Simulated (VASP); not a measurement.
# FeSi32 (a cell with a defect) in VASP: single point with PBE

Aim: the single point of FeSi32 (a cell with a defect) with PBE.

Everything below comes from runs of VASP 6.6.1. Logs are shortened: lines on timing, memory, paths and dates and some standing lists are left out, and cuts for length are marked.

### Step 1. The cell of the first run

The cell holds a defect, 33 atoms: a = 9.474 Å, b = 9.474 Å, c = 9.474 Å, α = 109.47°, β = 109.47°, γ = 109.47°.

### Step 2. Single point, PBE

INCAR

```
SYSTEM = FeSi32
PREC = Accurate
ENCUT = 520
EDIFF = 1E-6
ISMEAR = -1
SIGMA = 0.01
LREAL = Auto
LASPH = .True.
NELM = 120
ALGO = Normal
ISIF = 2
LWAVE = .False.
LCHARG = .False.
GGA = PE
NBANDS = 90
GGA_COMPAT = .False.
```

KPOINTS

```
Automatic mesh
0
Gamma
  2 2 2
  0.5 0.5 0.5
```

POSCAR

```
FeSi32
1.0
   -5.4697269700      5.4697269700      5.4697269700
    5.4697269700     -5.4697269700      5.4697269700
    5.4697269700      5.4697269700     -5.4697269700
Si Fe
32 1
Direct
    0.0018435500      0.0004045100      0.2510854200
   -0.0021080800      0.2491231600     -0.0022312500
   -0.0022123600      0.4981043800      0.7487994800
    0.0019973100      0.7512231400      0.4999367300
    0.2507134800      0.0001736100      0.0020542400
    0.2513717700      0.2494712500      0.7492508600
    0.2507143200      0.5022990100      0.4999088200
    0.2457953600      0.7461358300      0.2458341500
    0.5001887900      0.0005119100      0.7545731600
    0.4998281300      0.2546639400      0.4998810400
    0.4999313700      0.5022130300      0.2507694100
    0.4997833800      0.7509737800      0.0017409200
    0.7541784800     -0.0000744200      0.4998983200
    0.7489650800      0.2491762100      0.2511552500
    0.7490515100      0.4984574400     -0.0017444000
    0.7490144300      0.7511300800      0.7490534700
    0.0015737200      0.0005324300      0.5003398100
   -0.0001603700      0.2502930900      0.2498644200
   -0.0013543000      0.4990076100     -0.0012765900
   -0.0000617300      0.7502080400      0.7499021200
    0.2525219000      0.0000778000      0.2528220000
    0.2499308200      0.2501602000     -0.0000321900
    0.2497657200      0.5001075300      0.7498064800
    0.2530435400      0.7533802800      0.5001860900
    0.4997556000      0.0002351400      0.0013876100
    0.5003377900      0.2476426700      0.7471898500
    0.4997454400      0.5016146100      0.4998340100
    0.5000884600      0.7531310500      0.2527721000
    0.7469330500     -0.0000370000      0.7470955200
    0.7468801000      0.2472058900      0.5000221600
    0.7500000800      0.5001410200      0.2500681700
    0.7500653300      0.7503745200      0.0001359900
    0.5002084600      0.0005741900      0.5002115500
```

Potentials or basis: VASP PAW PBE potentials, release 64 (Si, Fe).

On the command line:

```console
> cat potpaw_PBE.64/Si/POTCAR potpaw_PBE.64/Fe/POTCAR > POTCAR
> mpirun -np 1 vasp_std > vasp.out
```

OUTCAR:

```text
SYSTEM = FeSi32
   PREC = Accurate
   ENCUT = 520
   EDIFF = 1E-6
   ISMEAR = -1
   LREAL = Auto
   LASPH = .True.
   NELM = 120
   ISIF = 2
   GGA = PE

 ion  position               nearest neighbor table
   1  0.002  0.000  0.251-  17 2.36  21 2.37  32 2.38  18 2.38
   2  0.998  0.249  0.998-  19 2.36  29 2.37  22 2.38  18 2.38
   3  0.998  0.498  0.749-  19 2.36  30 2.37  23 2.38  20 2.38
   4  0.002  0.751  0.500-  17 2.36  24 2.37  31 2.38  20 2.38
   5  0.251  0.000  0.002-  25 2.36  21 2.37  22 2.38  20 2.38
   6  0.251  0.249  0.749-  17 2.36  26 2.37  22 2.38  23 2.38
   7  0.251  0.502  0.500-  27 2.36  24 2.37  23 2.38  18 2.38
   8  0.246  0.746  0.246-  19 2.34  21 2.36  24 2.36  28 2.37  33 2.41
   9  0.500  0.001  0.755-  25 2.34  29 2.36  26 2.37  24 2.37  33 2.41
  10  0.500  0.255  0.500-  27 2.34  26 2.36  30 2.36  21 2.37  33 2.41
  11  0.500  0.502  0.251-  27 2.36  28 2.37  22 2.38  31 2.38
  12  0.500  0.751  0.002-  25 2.36  28 2.37  23 2.38  32 2.38
  13  0.754  1.000  0.500-  17 2.34  28 2.36  29 2.37  30 2.37  33 2.41
  14  0.749  0.249  0.251-  25 2.36  30 2.37  18 2.38  31 2.38
  15  0.749  0.498  0.998-  19 2.36  26 2.37  31 2.38  32 2.38
  16  0.749  0.751  0.749-  27 2.36  29 2.37  20 2.38  32 2.38
  17  0.002  0.001  0.500-  13 2.34   6 2.36   1 2.36   4 2.36
  18  1.000  0.250  0.250-  14 2.38   1 2.38   7 2.38   2 2.38
  19  0.999  0.499  0.999-   8 2.34  15 2.36   2 2.36   3 2.36
  20  1.000  0.750  0.750-  16 2.38   5 2.38   4 2.38   3 2.38
  21  0.253  0.000  0.253-   8 2.36  10 2.37   5 2.37   1 2.37  33 2.71
  22  0.250  0.250  1.000-   5 2.38  11 2.38   2 2.38   6 2.38
  23  0.250  0.500  0.750-  12 2.38   7 2.38   3 2.38   6 2.38
  24  0.253  0.753  0.500-   8 2.36   9 2.37   7 2.37   4 2.37  33 2.70
  25  0.500  0.000  0.001-   9 2.34   5 2.36  14 2.36  12 2.36
  26  0.500  0.248  0.747-  10 2.36   9 2.37  15 2.37   6 2.37  33 2.70
  27  0.500  0.502  0.500-  10 2.34   7 2.36  11 2.36  16 2.36
  28  0.500  0.753  0.253-  13 2.36   8 2.37  11 2.37  12 2.37  33 2.71
  29  0.747  1.000  0.747-   9 2.36  13 2.37  16 2.37   2 2.37  33 2.70
  30  0.747  0.247  0.500-  10 2.36  13 2.37   3 2.37  14 2.37  33 2.70
  31  0.750  0.500  0.250-  15 2.38  14 2.38   4 2.38  11 2.38
  32  0.750  0.750  0.000-   1 2.38  15 2.38  16 2.38  12 2.38
  33  0.500  0.001  0.500-  13 2.41  10 2.41   9 2.41   8 2.41  30 2.70  26 2.70  29 2.70  24 2.70
                            21 2.71  28 2.71

  LATTYP: Found a body centered cubic cell.
 ALAT       =    10.9394539400

  Lattice vectors:

 A1 = (  -5.4697269700,   5.4697269700,   5.4697269700)
 A2 = (   5.4697269700,  -5.4697269700,   5.4697269700)
 A3 = (   5.4697269700,   5.4697269700,  -5.4697269700)

Analysis of symmetry for initial positions (statically):
=====================================================================
 Subroutine PRICEL returns:
[... 175 lines left out ...]
   NELECT =     136.0000    total number of electrons
   NUPDOWN=      -1.0000    fix difference up-down
   EMIN   =  10.00;   EMAX   =-10.00  energy-range for DOS
   EFERMI =   0.00;   METHOD = LEGACY
   ISMEAR =    -1;   SIGMA  =   0.01  broadening in eV -4-tet -1-fermi 0-gaus
   EFERMI_NEDOS =   21; number of points for ismear=-14 and -15
   IALGO  =     38    algorithm
   IMIX   =      4    mixing-type and parameters
     AMIX     =   0.40;   BMIX     =  1.00
     AMIX_MAG =   1.60;   BMIX_MAG =  1.00
  volume/ion in A,a.u.               =      19.84       133.86
  Fermi-wavevector in a.u.,A,eV,Ry     =   0.969621  1.832319 12.791728  0.940165
  Thomas-Fermi vector in A             =   2.099689
   LORBIT       =      0    0 simple, 1 ext, 2 COOP (PROOUT), +10 PAW based schemes
   GGA     = PE    functional components
   LHFCALC =     F    Hartree Fock is set to
   AEXX    =    0.0000 exact exchange contribution
   IVDW    =     0    specifies the selected vdW correction
   LEPSILON=     F    determine dielectric tensor
   LRPA    =     F    only Hartree local field effects (RPA)
 non-spin polarized calculation
  energy-cutoff  :      520.00
  volume of cell :      654.57
 maximum number of plane-waves:     17628
 NGX is ok and might be reduce to    70
   NGX = 35   NGY = 35   NGZ = 35

 number of electron     136.0000012 magnetization

 Free energy of the ion-electron system (eV)
  ---------------------------------------------------
  ext. energy  EPLUGINS =         0.00000000
  ---------------------------------------------------
  free energy    TOTEN  =      -179.87893668 eV

  energy without entropy =     -179.87196183  energy(sigma->0) =     -179.87544925

 E-fermi :   6.0890     XC(G=0):  -9.4707

 val. band max:        6.0888665338   @ k =   0.2500   0.2500   0.2500
 cond. band min:       6.0892081452   @ k =   0.2500   0.2500   0.2500
 fundamental gap:      0.0003416114
 Fermi energy:         6.0890179954

 k-point     1 :       0.2500    0.2500    0.2500
  band No.  band energies     occupation
      1      -5.6103      2.00000
      2      -5.2899      2.00000
      3      -5.2894      2.00000
      4      -5.2888      2.00000
      5      -3.6306      2.00000
      6      -3.6270      2.00000
[... 321 lines left out ...]
     79       7.9963      0.00000
     80       8.0550      0.00000
 [bands above 80 left out]

------------------------ aborting loop because EDIFF is reached ----------------------------------------

  FORCE on cell =-STRESS in cart. coord.  units (eV):
  Direction    XX          YY          ZZ          XY          YZ          ZX
  --------------------------------------------------------------------------------------
  -------------------------------------------------------------------------------------
  Total       -1.9222706     -1.9234354     -1.9314541     -0.0037530      0.0076619      0.0029061
  in kB       -4.7050925     -4.7079436     -4.7275708     -0.0091862      0.0187538      0.0071132
  external PRESSURE =      -4.7135356 kB  Pullay stress =       0.0000000 kB

 VOLUME and BASIS-vectors are now :
 -----------------------------------------------------------------------------
  energy-cutoff  :      520.00
  volume of cell :      654.57
      direct lattice vectors                 reciprocal lattice vectors
    -5.469726970  5.469726970  5.469726970     0.000000000  0.091412241  0.091412241
     5.469726970 -5.469726970  5.469726970     0.091412241  0.000000000  0.091412241
     5.469726970  5.469726970 -5.469726970     0.091412241  0.091412241  0.000000000

 POSITION                                       TOTAL-FORCE (eV/Angst)
 -----------------------------------------------------------------------------------
      1.36550      1.38124     -1.36107         0.032302     -0.045439     -0.029689
      1.36196      9.55308      1.36331         0.038751      0.050050      0.026956
      1.36260      6.82886      4.08639         0.040181      0.036670      0.051099
      6.83258     -1.36354      1.38539         0.037340     -0.030187     -0.048510
     -1.35915      1.38162      1.36105        -0.034943     -0.051655      0.035185
      4.08780      4.10859     -1.35872         0.049299     -0.035697     -0.033781
[... 25 lines left out ...]
      0.00244     -0.00095      8.20625        -0.002671     -0.006048     -0.008013
      0.00316      5.46888      0.00312        -0.003034     -0.001468     -0.004884
 -----------------------------------------------------------------------------------
    total drift:                               -0.010977      0.010633     -0.005238

  FREE ENERGIE OF THE ION-ELECTRON SYSTEM (eV)
  ---------------------------------------------------
  free  energy   TOTEN  =      -179.8789366768 eV

  energy  without entropy=     -179.8719618304  energy(sigma->0) =     -179.87544925
```

OSZICAR:

```text
N       E                     dE             d eps       ncg     rms          rms(c)
DAV:   1     0.445506438744E+03    0.44551E+03   -0.51548E+04   720   0.127E+03
DAV:   2    -0.131693075473E+03   -0.57720E+03   -0.54710E+03   778   0.202E+02
DAV:   3    -0.181727641861E+03   -0.50035E+02   -0.48317E+02   944   0.578E+01
[... 14 lines left out ...]
DAV:  18    -0.179878962837E+03    0.11797E-03   -0.33750E-04  1096   0.773E-02    0.573E-02
DAV:  19    -0.179878939829E+03    0.23008E-04   -0.67436E-05  1064   0.307E-02    0.194E-02
DAV:  20    -0.179878938754E+03    0.10753E-05   -0.82569E-06   720   0.693E-03    0.165E-02
DAV:  21    -0.179878936831E+03    0.19233E-05   -0.53954E-06   640   0.939E-03    0.548E-03
DAV:  22    -0.179878936677E+03    0.15405E-06   -0.20863E-06   432   0.341E-03
   1 F= -.17987894E+03 E0= -.17987545E+03  d E =-.697485E-02
```

Wall time 11 min (1 thread of Intel Xeon 8259CL, shared host); peak memory 0.74 GiB.

Results:

```
Free energy            : -179.8789 eV
Pressure               : -0.5 GPa
Largest force          : 0.081 eV/Å
Band gap on the k mesh : zero (filled and empty bands touch)
```

Forces in eV/Å, atoms in the order of the input:
```
Si   0.032 -0.045 -0.030
Si   0.039  0.050  0.027
Si   0.040  0.037  0.051
Si   0.037 -0.030 -0.049
Si  -0.035 -0.052  0.035
Si   0.049 -0.036 -0.034
Si  -0.035  0.034 -0.045
Si   0.001  0.019  0.006
Si  -0.016 -0.020  0.008
Si  -0.020  0.013 -0.019
Si  -0.043  0.039 -0.037
Si  -0.040 -0.035  0.043
Si   0.029 -0.013 -0.004
Si  -0.033 -0.039  0.050
Si   0.044  0.032  0.033
Si  -0.032  0.046 -0.035
Si  -0.056  0.039  0.040
Si  -0.004  0.002  0.003
Si  -0.051 -0.042 -0.042
Si  -0.004  0.002 -0.003
Si   0.010 -0.023  0.014
Si   0.002 -0.001  0.003
Si   0.001  0.007 -0.001
Si   0.002 -0.004 -0.026
Si   0.039  0.056 -0.045
Si   0.029 -0.002 -0.007
Si   0.046 -0.041  0.050
Si  -0.023 -0.010 -0.009
Si   0.003  0.024  0.012
Si  -0.005  0.003  0.025
Si   0.004 -0.002  0.000
Si  -0.003 -0.006 -0.008
Fe  -0.003 -0.001 -0.005
```

Caveat: the k points lie up to 0.41 Å⁻¹ apart; the run has no spin polarisation, though such a crystal can be magnetic.
